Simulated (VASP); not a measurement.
Runs of VASP 6.6.1 on CuI (Marshite). The structure is that of space group F-43m (No. 216), or close to it. The cells are those of the table. 

```tsv
cell	gap on the mesh (eV)	pressure (GPa)
a = 4.116, b = 4.116, c = 4.183 Å, angles 60.5, 60.5, 90.0°, 2 atoms	1.26	1.6
a = 4.242, b = 4.242, c = 4.208 Å, angles 59.7, 59.7, 90.0°, 2 atoms	(c)	-0.2
a = 4.116, b = 4.116, c = 4.217 Å, angles 60.8, 60.8, 90.0°, 2 atoms	1.20	1.1
a = 4.179, b = 4.179, c = 4.205 Å, angles 60.2, 60.2, 90.0°, 2 atoms	1.20	0.6
a = 4.158, b = 4.158, c = 4.209 Å, angles 60.4, 60.4, 90.0°, 2 atoms	1.20	0.8
a = 4.158, b = 4.158, c = 4.191 Å, angles 60.3, 60.3, 90.0°, 2 atoms	1.23	1.2
a = 4.242, b = 4.242, c = 4.193 Å, angles 59.6, 59.6, 90.0°, 2 atoms	(a)	-0.2
a = 4.221, b = 4.221, c = 4.197 Å, angles 59.8, 59.8, 90.0°, 2 atoms	(b)	0.3
```

Alike in all rows: task single point; level PBEsol; potentials or basis VASP PAW PBE potentials, release 64 (Cu, I); no spin polarisation; k mesh 6 × 6 × 6; cutoff (eV) 520; smearing gaussian 0.01 eV.

Estimate the missing entries.

(a) 1.15; (b) 1.17; (c) 1.14.

Caveats: the PAW data sets were made with another functional, which shifts forces and pressure a little; spin-orbit coupling is left out, which moves the levels of the heavy elements.

A k mesh can miss the band edges, and the runs leave out spin-orbit coupling on I.
